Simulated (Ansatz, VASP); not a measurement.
One calculation of MoSe, two programs

The input INCAR:

```
SYSTEM = MoSe
PREC     = Accurate       ! precision mode
ENCUT    = 520            ! plane-wave cutoff, eV
EDIFF    = 1E-6           ! SCF threshold, eV
ISMEAR   = -1             ! smearing method
SIGMA    = 0.05           ! smearing width, eV
LREAL    = .False.        ! projectors in reciprocal space
LASPH    = .True.         ! aspherical terms in the spheres
NELM     = 80             ! most SCF steps
ALGO     = Normal         ! electronic algorithm
ISIF     = 2              ! what is computed and relaxed
LWAVE    = .False.        ! write WAVECAR
LCHARG   = .True.         ! write CHGCAR
GGA      = PE             ! functional
LELF     = .True.         ! ELF
LVHAR    = .True.       
NBANDS   = 17             ! bands
```

File KPOINTS:

```
regular mesh
0
Gamma
  8 8 8
  0 0 0
```

POSCAR

```
MoSe
1.0
    0.0000000000      2.8928795100      2.8928795100
    2.8928795100      0.0000000000      2.8928795100
    2.8928795100      2.8928795100      0.0000000000
Mo Se
1 1
Direct
   -0.0034630000     -0.0090930000      0.0151280000
    0.4981490000      0.4951660000      0.5026950000
```

input.yaml

```yaml
crystal:
  lattice:
    - [0.0, 2.89287951, 2.89287951]
    - [2.89287951, 0.0, 2.89287951]
    - [2.89287951, 2.89287951, 0.0]
  atoms:
    - { symbol: Mo, position: [-0.003463, -0.009093, 0.015128] }
    - { symbol: Se, position: [0.498149, 0.495166, 0.502695] }
kpoints:
  mp_grid: { grid: [8, 8, 8] }
scf:
  occupations: { method: fermi_dirac, width: 0.05 }
hamiltonian:
  xc: pbe
  pseudopotentials: { kind: all_electron, lapw: { basis_error: 0.001 } }
output:
  forces: true
  stress: true
  eigenvalues: true
  populations: true
```

Change from the starting cell: atoms moved at random, drawn with an rms of 0.05 Å.

Alike in both runs: task single point; functional PBE; k mesh 8 × 8 × 8; occupations fermi-dirac, width 0.05 eV; no spin polarisation.

|  | VASP | Ansatz |
| --- | --- | --- |
| version | VASP 6.6.1 | Ansatz 0.2.0 |
| potentials or method | VASP PAW PBE potentials, release 64 (Mo_sv, Se), cutoff 520 eV | all-electron LAPW, scalar-relativistic |

|  | VASP | Ansatz | Ansatz less VASP |
| --- | --- | --- | --- |
| gap on the k mesh at the Fermi level (eV) | none | none | - |
| pressure (GPa) | -20.2 | -20.3 | -0.05 |
| rms of the force components (eV/Å) | 0.080 | 0.080 | +0.0001 |

Atom by atom the forces differ by 0.000 eV/Å (rms over components). A gap of «none» marks a metal or a gap that the smearing closes. Ansatz ran all-electron here, and VASP with PAW potentials.
